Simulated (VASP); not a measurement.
Runs of VASP 6.6.1 on BaHfO3. The structure is that of space group Pm-3m (No. 221), or close to it. The cells are those of the table. 

```tsv
task	level	spin	cell	k mesh	grid for exact exchange (PRECFOCK)	screening parameter	gap on the mesh (eV)	pressure (GPa)	moment (μB)
single point	r2SCAN	non-collinear, zero start, SOC	a = 4.135 Å, 5 atoms	6 × 6 × 6	-	-	-	(a)	0.00
dielectric tensor	r2SCAN	off	a = 4.010 Å, 5 atoms	6 × 6 × 6	-	-	4.35	-	-
single point	r2SCAN	non-collinear, zero start, SOC	a = 4.344 Å, 5 atoms	6 × 6 × 6	-	-	-	(b)	0.00
single point	HSE06	off	a = 4.094 Å, 5 atoms	4 × 4 × 4	Fast	0.2079 1/Å	5.17	10.2	-
single point	r2SCAN	non-collinear, zero start, SOC	a = 4.219 Å, 5 atoms	6 × 6 × 6	-	-	-	(c)	0.00
single point	r2SCAN	non-collinear, zero start, SOC	a = 4.177 Å, 5 atoms	6 × 6 × 6	-	-	-	-0.6	0.00
single point	r2SCAN	non-collinear, zero start, SOC	a = 4.094 Å, 5 atoms	6 × 6 × 6	-	-	-	11.3	0.00
```

Alike in all rows: potentials or basis VASP PAW PBE potentials, release 64 (Ba_sv, Hf_pv, O); cutoff (eV) 520; smearing gaussian 0.01 eV.

Question: Estimate the missing entries.

Answer: (a) 4.9; (b) -16.2; (c) -5.5.

Caveats: the PAW data sets were made with another functional, which shifts forces and pressure a little; spin-orbit coupling is left out, which moves the levels of the heavy elements (some runs).

A k mesh can miss the band edges, and rows without SOC leave out spin-orbit coupling on Ba, Hf.
